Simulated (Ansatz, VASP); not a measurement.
Sb in VASP and in Ansatz

```
Sb
1.0
     2.18719    1.26278    3.84666
    -2.18719    1.26278    3.84666
     0.00000   -2.52555    3.84666
Sb
2
Direct
  0.23274 0.23274 0.23274
  0.76726 0.76726 0.76726
```

Change from the starting cell: the structure that the rattled cell fell into.

Alike in both runs: functional PBE; k mesh 18 × 18 × 18; occupations gaussian, width 0.1 eV; no spin polarisation.

Ansatz relaxed the structure, and its values are those at the end. VASP's run is a single point on that final structure, the one shown.

|  | VASP | Ansatz |
| --- | --- | --- |
| version | VASP 6.6.1 | Ansatz 0.2.0 |
| potentials or method | VASP PAW PBE potentials, release 64 (Sb), cutoff 520 eV | scalar-relativistic, plane waves, PAW |
| valence electrons in the cell | 10 | 30 |

```csv
,VASP,Ansatz,Ansatz less VASP
gap on the k mesh at the Fermi level (eV),none,none,-
pressure (GPa),0.0,0.0,-0.05
rms of the force components (eV/Å),0.021,0.000,-0.0211
```

A gap of «none» marks a metal or a gap that the smearing closes. The functional is the same, so the differences come from potentials, cutoffs and numerics. VASP's potentials hold 10 valence electrons a cell and Ansatz's 30, so a difference there can come from the potentials and not from the codes.

Spin-orbit coupling is off throughout.
